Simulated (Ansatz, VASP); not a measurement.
Al6N: VASP beside Ansatz

The input INCAR:

```
  PREC = Accurate
  ENCUT = 520
  EDIFF = 1E-6
  ISMEAR = 0
  SIGMA = 0.1
  LREAL = False
  LASPH = True
  NELM = 100
  ALGO = Normal
  ISIF = 2
  LWAVE = False
  LCHARG = False
  LDIPOL = True
  IDIPOL = 3
  DIPOL = 0.5 0.5 0.305
  GGA = PE
  NBANDS = 36
```

KPOINTS

```
regular mesh
0
Gamma
  5 5 1
```

File POSCAR:

```
Al6N
1.0
    5.7143028096      0.0000000000      0.0000000000
    0.0000000000      5.7143028096      0.0000000000
    0.0000000000      0.0000000000     22.1750227687
Al N
12 2
Direct
    0.2500000000      0.2500000000      0.1803831293
    0.2500000000      0.7500000000      0.1803831293
    0.7500000000      0.2500000000      0.1803831293
    0.7500000000      0.7500000000      0.1803831293
    0.0000000000      0.0000000000      0.2744094920
    0.0000000000      0.5000000000      0.2744094920
    0.5000000000      0.0000000000      0.2744094920
    0.5000000000      0.5000000000      0.2744094920
    0.2500000000      0.2500000000      0.3686590473
    0.2500000000      0.7500000000      0.3686590473
    0.7500000000      0.2500000000      0.3686590473
    0.7500000000      0.7500000000      0.3686590473
    0.4037502879      0.5000000000      0.4859080814
    0.5962497121      0.5000000000      0.4859080814
```

Input for Ansatz:

```yaml
crystal:
  lattice:
    - [5.7143028096, 0.0, 0.0]
    - [0.0, 5.7143028096, 0.0]
    - [0.0, 0.0, 22.1750227687]
  atoms:
    - { symbol: Al, position: [0.25, 0.25, 0.1803831293] }
    - { symbol: Al, position: [0.25, 0.75, 0.1803831293] }
    - { symbol: Al, position: [0.75, 0.25, 0.1803831293] }
    - { symbol: Al, position: [0.75, 0.75, 0.1803831293] }
    - { symbol: Al, position: [0.0, 0.0, 0.274409492] }
    - { symbol: Al, position: [0.0, 0.5, 0.274409492] }
    - { symbol: Al, position: [0.5, 0.0, 0.274409492] }
    - { symbol: Al, position: [0.5, 0.5, 0.274409492] }
    - { symbol: Al, position: [0.25, 0.25, 0.3686590473] }
    - { symbol: Al, position: [0.25, 0.75, 0.3686590473] }
    - { symbol: Al, position: [0.75, 0.25, 0.3686590473] }
    - { symbol: Al, position: [0.75, 0.75, 0.3686590473] }
    - { symbol: "N", position: [0.4037502879, 0.5, 0.4859080814] }
    - { symbol: "N", position: [0.5962497121, 0.5, 0.4859080814] }
basis:
  ecutwfc: 420
kpoints:
  mp_grid: { grid: [5, 5, 1] }
hamiltonian:
  xc: pbe
scf:
  occupations: { method: gaussian, width: 0.1 }
output:
  forces: true
  eigenvalues: true
efield:
  axis: 3
  dipole_correction: true
  ramp_width: 0.04
```

Alike in both runs: task single point; functional PBE; k mesh 5 × 5 × 1; occupations gaussian, width 0.1 eV; no spin polarisation.

|  | VASP | Ansatz |
| --- | --- | --- |
| version | VASP 6.6.1 | Ansatz 0.2.0 |
| potentials or method | VASP PAW PBE potentials, release 64 (Al, N), cutoff 520 eV | scalar-relativistic, plane waves, PAW |
| valence electrons in the cell | 46 | 46 |

```csv
,VASP,Ansatz,Ansatz less VASP
gap on the k mesh at the Fermi level (eV),none,none,-
rms of the force components (eV/Å),0.684,0.309,-0.3750
```

Atom by atom the forces differ by 0.392 eV/Å (rms over components). A gap of «none» marks a metal or a gap that the smearing closes. With one functional, cell and mesh, what is left measures potentials, basis and numerics.

Noted on VASP's run: the standard files for N, O and F lose accuracy on very short bonds.
